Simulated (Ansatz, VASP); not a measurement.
One calculation of NaF, two programs

```
CELL_PARAMETERS angstrom
0.00000 2.29717 2.29717
2.29717 0.00000 2.29717
2.29717 2.29717 0.00000
ATOMIC_POSITIONS crystal
Na 0.00000 0.00000 0.00000
F 0.50000 0.50000 0.50000
```

Alike in both runs: task single point; functional HSE06; k mesh 4 × 4 × 4; no spin polarisation.

|  | VASP | Ansatz |
| --- | --- | --- |
| version | VASP 6.6.1 | Ansatz 0.2.0 |
| potentials or method | VASP PAW PBE potentials, release 64 (Na_pv, F) | plane waves |
| plane-wave cutoff (eV) | 520 | 420 |
| occupations | methfessel-paxton of order 1, width 0.05 eV | cold, width 0.05 eV |
| valence electrons in the cell | 14 | 16 |

VASP gave:

| Item | Value |
| --- | --- |
| gap on the k mesh at the Fermi level (eV) | 8.61 |
| pressure (GPa) | 1.6 |

Task: What did Ansatz give for the same quantities?

Result: gap on the k mesh at the Fermi level (eV): 8.64; pressure (GPa): 1.5.

VASP's potentials hold 14 valence electrons a cell and Ansatz's 16, so a difference there can come from the potentials and not from the codes. Ansatz's warnings: stress exchange threshold loose, stress scf threshold loose.

The k mesh is coarse, so the values compare programs but aren't converged.
